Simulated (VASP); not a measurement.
# W (Fm-3m) in VASP: notebook

The runs below take W through single point, with LDA.

Everything below comes from runs of VASP 6.6.1. Logs are shortened: lines on timing, memory, paths and dates and some standing lists are left out, and cuts for length are marked.

### Step 1. The cell of the first run

Symmetry: Fm-3m, No. 225, cubic system. Conventional cell: a = 3.949 Å, b = 3.949 Å, c = 3.949 Å, α = 90.00°, β = 90.00°, γ = 90.00°. Within 3.7 Å of W (site symmetry m-3m) lie 12 W at 2.79 Å.

### Step 2. Single point, LDA

INCAR reads:

```
SYSTEM = W
  ALGO = Normal
  EDIFF = 1E-6
  ENCUT = 520
  GGA = CA
  ISIF = 2
  ISMEAR = -1
  LASPH = .TRUE.
  LCHARG = .FALSE.
  LREAL = .FALSE.
  LWAVE = .FALSE.
  NBANDS = 13
  NELM = 100
  PREC = Accurate
  SIGMA = 0.1
```

KPOINTS reads:

```
k-points
0
G
  12 12 12
  0 0 0
```

POSCAR reads:

```
W
1.0
    0.0000000000      1.9743553172      1.9743553172
    1.9743553172      0.0000000000      1.9743553172
    1.9743553172      1.9743553172      0.0000000000
W
1
Direct
    0.0000000000      0.0000000000      0.0000000000
```

Potentials or basis: VASP PAW LDA potentials, release 64 (W_sv).

Launch:

```sh
> cat potpaw_LDA.64/W_sv/POTCAR > POTCAR
> mpirun -np 1 vasp_std > vasp.out
```

OUTCAR:

```text
SYSTEM = W
   EDIFF = 1E-6
   ENCUT = 520
   GGA = CA
   ISIF = 2
   ISMEAR = -1
   LASPH = .TRUE.
   LREAL = .FALSE.
   NELM = 100
   PREC = Accurate

 ion  position               nearest neighbor table
   1  0.000  0.000  0.000-

  LATTYP: Found a face centered cubic cell.
 ALAT       =     3.9487106344

  Lattice vectors:

 A1 = (   0.0000000000,   1.9743553172,   1.9743553172)
 A2 = (   1.9743553172,   0.0000000000,   1.9743553172)
 A3 = (   1.9743553172,   1.9743553172,   0.0000000000)

Analysis of symmetry for initial positions (statically):
=====================================================================
 Subroutine PRICEL returns:
 Original cell was already a primitive cell.

 Routine SETGRP: Setting up the symmetry group for a
 face centered cubic supercell.

 Subroutine GETGRP returns: Found 48 space group operations
 (whereof 48 operations were pure point group operations)
 out of a pool of 48 trial point group operations.

The static configuration has the point symmetry O_h .

Analysis of symmetry for dynamics (positions and initial velocities):
=====================================================================
 Subroutine PRICEL returns:
 Original cell was already a primitive cell.

 Routine SETGRP: Setting up the symmetry group for a
 face centered cubic supercell.

 Subroutine GETGRP returns: Found 48 space group operations
 (whereof 48 operations were pure point group operations)
 out of a pool of 48 trial point group operations.

The dynamic configuration has the point symmetry O_h .

 Subroutine INISYM returns: Found 48 space group operations
 (whereof 48 operations are pure point group operations),
 and found     1 'primitive' translations

----------------------------------------------------------------------------------------

                                     Primitive cell

  volume of cell :      15.3924

  direct lattice vectors                    reciprocal lattice vectors
     0.000000000  1.974355317  1.974355317    -0.253247222  0.253247222  0.253247222
     1.974355317  0.000000000  1.974355317     0.253247222 -0.253247222  0.253247222
     1.974355317  1.974355317  0.000000000     0.253247222  0.253247222 -0.253247222

  length of vectors
     2.792160067  2.792160067  2.792160067     0.438637056  0.438637056  0.438637056

  position of ions in fractional coordinates (direct lattice)
     0.000000000  0.000000000  0.000000000

  ion indices of the primitive-cell ions
   primitive index   ion index
                 1           1

----------------------------------------------------------------------------------------

 KPOINTS: k-points

Automatic generation of k-mesh.
 Grid dimensions read from file:
 generate k-points for:   12   12   12

 Generating k-lattice:

  Cartesian coordinates                     Fractional coordinates (reciprocal lattice)
    -0.021103935  0.021103935  0.021103935     0.083333333  0.000000000  0.000000000
     0.021103935 -0.021103935  0.021103935     0.000000000  0.083333333  0.000000000
     0.021103935  0.021103935 -0.021103935     0.000000000  0.000000000  0.083333333

  Length of vectors
     0.036553088  0.036553088  0.036553088

  Shift w.r.t. Gamma in fractional coordinates (k-lattice)
     0.000000000  0.000000000  0.000000000

 Subroutine IBZKPT returns following result:
 ===========================================

 Found     72 irreducible k-points:

 Following reciprocal coordinates:
            Coordinates               Weight
  0.000000  0.000000  0.000000      1.000000
  0.083333  0.000000  0.000000      8.000000
  0.166667  0.000000  0.000000      8.000000
  0.250000  0.000000  0.000000      8.000000
  0.333333  0.000000  0.000000      8.000000
  0.416667  0.000000  0.000000      8.000000
[... 16 lines left out ...]
  0.500000  0.166667  0.000000     24.000000
 -0.416667  0.166667  0.000000     24.000000
 [... further k-points ...]
   k-points           NKPTS =     72   k-points in BZ     NKDIM =     72   number of bands    NBANDS=     13
   number of dos      NEDOS =    301   number of ions     NIONS =      1
   total plane-waves  NPLWV =  13824
   dimension x,y,z NGX =    24 NGY =   24 NGZ =   24
   dimension x,y,z NGXF=    48 NGYF=   48 NGZF=   48
   ions per type =               1
   NGX,Y,Z   is equivalent  to a cutoff of  14.29, 14.29, 14.29 a.u.
   NGXF,Y,Z  is equivalent  to a cutoff of  28.58, 28.58, 28.58 a.u.
 SYSTEM =  W
   PREC   = accura    normal or accurate (medium, high low for compatibility)
   ISTART =      0    job   : 0-new  1-cont  2-samecut
   ICHARG =      2    charge: 1-file 2-atom 10-const
   ISPIN  =      1    spin polarized calculation?
   LNONCOLLINEAR =      F non collinear calculations
   LSORBIT =      F    spin-orbit coupling
   LASPH  =      T    aspherical Exc in radial PAW
   ENCUT  =  520.0 eV  38.22 Ry    6.18 a.u.   5.19  5.19  5.19*2*pi/ulx,y,z
   NELM   =    100;   NELMIN=  2; NELMDL= -5     # of ELM steps
   EDIFF  = 0.1E-05   stopping-criterion for ELM
   LREAL  =      F    real-space projection
   EDIFFG = 0.1E-04   stopping-criterion for IOM
   NSW    =      0    number of steps for IOM
   IBRION =     -1    ionic relax: 0-MD 1-quasi-New 2-CG
   NFREE  =      0    steps in history (QN), initial steepest desc. (CG)
   ISIF   =      2    stress and relaxation
   ISYM   =      2    0-nonsym 1-usesym 2-fastsym
   POTIM  = 0.5000    time-step for ionic-motion
   TEBEG  =    0.0;   TEEND  =   0.0 temperature during run
   PSTRESS=    0.0 pullay stress
   NELECT =      14.0000    total number of electrons
   NUPDOWN=      -1.0000    fix difference up-down
   EMIN   =  10.00;   EMAX   =-10.00  energy-range for DOS
   EFERMI =   0.00;   METHOD = LEGACY
   ISMEAR =    -1;   SIGMA  =   0.10  broadening in eV -4-tet -1-fermi 0-gaus
   EFERMI_NEDOS =   21; number of points for ismear=-14 and -15
   IALGO  =     38    algorithm
   IMIX   =      4    mixing-type and parameters
     AMIX     =   0.40;   BMIX     =  1.00
     AMIX_MAG =   1.60;   BMIX_MAG =  1.00
  volume/ion in A,a.u.               =      15.39       103.87
  Fermi-wavevector in a.u.,A,eV,Ry     =   1.586167  2.997421 34.231241  2.515925
  Thomas-Fermi vector in A             =   2.685520
   LORBIT       =      0    0 simple, 1 ext, 2 COOP (PROOUT), +10 PAW based schemes
   GGA     = CA    functional components
   LHFCALC =     F    Hartree Fock is set to
   AEXX    =    0.0000 exact exchange contribution
   IVDW    =     0    specifies the selected vdW correction
   LEPSILON=     F    determine dielectric tensor
   LRPA    =     F    only Hartree local field effects (RPA)
 non-spin polarized calculation
  energy-cutoff  :      520.00
  volume of cell :       15.39
 maximum number of plane-waves:       432
 NGX is ok and might be reduce to    24
   NGX = 11   NGY = 11   NGZ = 11

 number of electron      13.9999999 magnetization

 Free energy of the ion-electron system (eV)
  ---------------------------------------------------
  ext. energy  EPLUGINS =         0.00000000
  ---------------------------------------------------
  free energy    TOTEN  =       -13.62737516 eV

  energy without entropy =      -13.59040380  energy(sigma->0) =      -13.60888948

 E-fermi :  11.2728     XC(G=0): -13.9819

 val. band max:       11.2389425018   @ k =   0.5000   0.1667   0.0833
 cond. band min:      11.2918867989   @ k =  -0.4167   0.1667   0.0000
 fundamental gap:      0.0529442971
 Fermi energy:        11.2727923317

 k-point     1 :       0.0000    0.0000    0.0000
  band No.  band energies     occupation
      1     -61.8357      2.00000
      2     -25.6189      2.00000
      3     -25.6189      2.00000
      4     -25.6189      2.00000
      5       2.0388      2.00000
      6      10.5999      1.99761
      7      10.5999      1.99761
      8      10.5999      1.99761
      9      13.9891      0.00000
     10      13.9891      0.00000
     11      24.2094      0.00000
     12      29.6833      0.00000
     13      29.6833      0.00000

 k-point     2 :       0.0833    0.0000    0.0000
  band No.  band energies     occupation
      1     -61.8259      2.00000
      2     -25.7238      2.00000
      3     -25.6320      2.00000
      4     -25.6320      2.00000
      5       2.3676      2.00000
      6      10.3539      1.99980
      7      10.7505      1.98927
      8      10.7505      1.98927
      9      13.8489      0.00000
     10      13.8489      0.00000
     11      24.8595      0.00000
     12      28.4890      0.00000
     13      30.3024      0.00000

 k-point     3 :       0.1667    0.0000    0.0000
  band No.  band energies     occupation
      1     -61.7993      2.00000
      2     -26.0036      2.00000
      3     -25.6676      2.00000
      4     -25.6676      2.00000
      5       3.2581      2.00000
      6       9.8488      2.00000
      7      11.0488      1.80749
      8      11.0488      1.80749
      9      13.6800      0.00000
     10      13.6800      0.00000
     11      25.8641      0.00000
     12      27.3457      0.00000
     13      32.0279      0.00000
[... 305 lines left out ...]
 k-point    23 :       0.5000    0.1667    0.0000
  band No.  band energies     occupation
      1     -61.6772      2.00000
      2     -26.9208      2.00000
      3     -26.0331      2.00000
      4     -25.8946      2.00000
      5       6.3259      2.00000
      6       9.0527      2.00000
      7      10.6811      1.99463
      8      11.4415      0.31233
      9      16.8514      0.00000
     10      18.0103      0.00000
     11      22.0423      0.00000
     12      26.4184      0.00000
     13      30.0688      0.00000

 k-point    24 :      -0.4167    0.1667    0.0000
  band No.  band energies     occupation
      1     -61.6747      2.00000
      2     -26.9333      2.00000
      3     -26.0814      2.00000
      4     -25.8643      2.00000
      5       6.4215      2.00000
      6       9.1134      2.00000
      7      10.9628      1.91377
      8      11.2919      0.90482
      9      16.0621      0.00000
     10      18.6961      0.00000
     11      21.9951      0.00000
     12      26.4209      0.00000
     13      29.8759      0.00000

 [... further k-points ...]

------------------------ aborting loop because EDIFF is reached ----------------------------------------

  FORCE on cell =-STRESS in cart. coord.  units (eV):
  Direction    XX          YY          ZZ          XY          YZ          ZX
  --------------------------------------------------------------------------------------
  -------------------------------------------------------------------------------------
  Total        0.7309034      0.7309034      0.7309034     -0.0000000     -0.0000000     -0.0000000
  in kB       76.0789660     76.0789660     76.0789660     -0.0000000     -0.0000000     -0.0000000
  external PRESSURE =      76.0789660 kB  Pullay stress =       0.0000000 kB

 VOLUME and BASIS-vectors are now :
 -----------------------------------------------------------------------------
  energy-cutoff  :      520.00
  volume of cell :       15.39
      direct lattice vectors                 reciprocal lattice vectors
     0.000000000  1.974355317  1.974355317    -0.253247222  0.253247222  0.253247222
     1.974355317  0.000000000  1.974355317     0.253247222 -0.253247222  0.253247222
     1.974355317  1.974355317  0.000000000     0.253247222  0.253247222 -0.253247222

 POSITION                                       TOTAL-FORCE (eV/Angst)
 -----------------------------------------------------------------------------------
      0.00000      0.00000      0.00000         0.000000      0.000000     -0.000000
 -----------------------------------------------------------------------------------
    total drift:                               -0.000000      0.000000     -0.000000

  FREE ENERGIE OF THE ION-ELECTRON SYSTEM (eV)
  ---------------------------------------------------
  free  energy   TOTEN  =       -13.6273751614 eV

  energy  without entropy=      -13.5904037962  energy(sigma->0) =      -13.60888948
```

Run time: 23 s. Hardware: 1 thread of AMD EPYC 7R43 (Zen 3), shared host; peak memory 0.1 GiB.

Results:

```
Free energy            : -13.6274 eV
Pressure               : 7.6 GPa
Band gap on the k mesh : zero (band 7 reaches 14.85 eV, above the bottom of band 8 at 10.60 eV)
```

Caveat: spin-orbit coupling is left out, which moves the levels of the heavy elements.

### Step 3. Single point, LDA

This run uses another cell than the first one, of 16.06 Å³/atom, 1.043 times its volume.

INCAR reads:

```
SYSTEM = W
  ALGO = Normal
  EDIFF = 1E-6
  ENCUT = 520
  GGA = CA
  ISIF = 2
  ISMEAR = -1
  LASPH = .True.
  LCHARG = .False.
  LREAL = .False.
  LWAVE = .False.
  NBANDS = 13
  NELM = 100
  PREC = Accurate
  SIGMA = 0.1
```

KPOINTS reads:

```
k-points
0
Gamma
  12 12 12
  0 0 0
```

POSCAR reads:

```
W
1.0
    0.0000000000      2.0025642044      2.0025642044
    2.0025642044      0.0000000000      2.0025642044
    2.0025642044      2.0025642044      0.0000000000
W
1
Direct
    0.0000000000      0.0000000000      0.0000000000
```

Potentials or basis: VASP PAW LDA potentials, release 64 (W_sv).

Launch:

```sh
> cat potpaw_LDA.64/W_sv/POTCAR > POTCAR
> mpirun -np 1 vasp_std > vasp.out
```

Run time: 19 s. Hardware: 1 thread of AMD EPYC 7R43 (Zen 3), shared host; peak memory 0.1 GiB.

The run converged. Its results:

```
Free energy            : -13.6304 eV
Pressure               : -5.9 GPa
Band gap on the k mesh : zero (band 7 reaches 13.97 eV, above the bottom of band 8 at 10.05 eV)
```

Levels at points of the mesh, in eV from the Fermi level:
```tsv
k point	band 3	band 4	band 5	band 6	band 7	band 8	band 9	band 10	band 11	band 12
(0.00, 0.00, 0.00)	-37.04	-37.04	-9.03	-0.63	-0.63	-0.63	2.56	2.56	12.88	18.14
(0.50, 0.00, 0.00)	-37.21	-37.21	-5.71	-0.87	-0.87	0.84	5.15	5.15	10.60	12.52
(0.50, 0.50, 0.00)	-37.49	-37.49	-5.65	-4.67	3.30	5.09	5.92	5.92	11.98	11.98
```

Caveat: spin-orbit coupling is left out, which moves the levels of the heavy elements.

### Step 4. Single point, LDA

This run uses another cell than the first one, of 16.73 Å³/atom, 1.087 times its volume.

INCAR reads:

```
SYSTEM = W
ALGO = Normal
EDIFF = 1E-6
ENCUT = 520
ISIF = 2
ISMEAR = -1
LASPH = .True.
LCHARG = .False.
LREAL = .False.
LWAVE = .False.
NBANDS = 13
NELM = 100
PREC = Accurate
SIGMA = 0.1
```

KPOINTS is that of step 3.

POSCAR reads:

```
W
1.0
    0.0000000000      2.0300000000      2.0300000000
    2.0300000000      0.0000000000      2.0300000000
    2.0300000000      2.0300000000      0.0000000000
W
1
Direct
    0.0000000000      0.0000000000      0.0000000000
```

Launch:

```sh
> cat potpaw_LDA.64/W_sv/POTCAR > POTCAR
> mpirun -np 1 vasp_std > vasp.out
```

It took 19 s on 1 thread of AMD EPYC 7R43 (Zen 3), shared host; peak memory 0.11 GiB.

It converged, with:

* Free energy: -13.5828 eV
* Pressure: -16.7 GPa
* Band gap on the k mesh: zero (band 7 reaches 13.17 eV, above the bottom of band 8 at 9.53 eV)

Levels at points of the mesh, in eV from the Fermi level:
```csv
k point,band 3,band 4,band 5,band 6,band 7,band 8,band 9,band 10,band 11,band 12
"(0.00, 0.00, 0.00)",-37.18,-37.18,-8.83,-0.58,-0.58,-0.58,2.42,2.42,12.82,17.88
"(0.50, 0.00, 0.00)",-37.33,-37.33,-5.50,-0.81,-0.81,0.71,4.85,4.85,9.98,12.45
"(0.50, 0.50, 0.00)",-37.57,-37.57,-5.37,-4.42,3.06,4.79,5.58,5.58,11.62,11.62
```

Caveat: spin-orbit coupling is left out, which moves the levels of the heavy elements.

(Continued in part 2 of 2.)
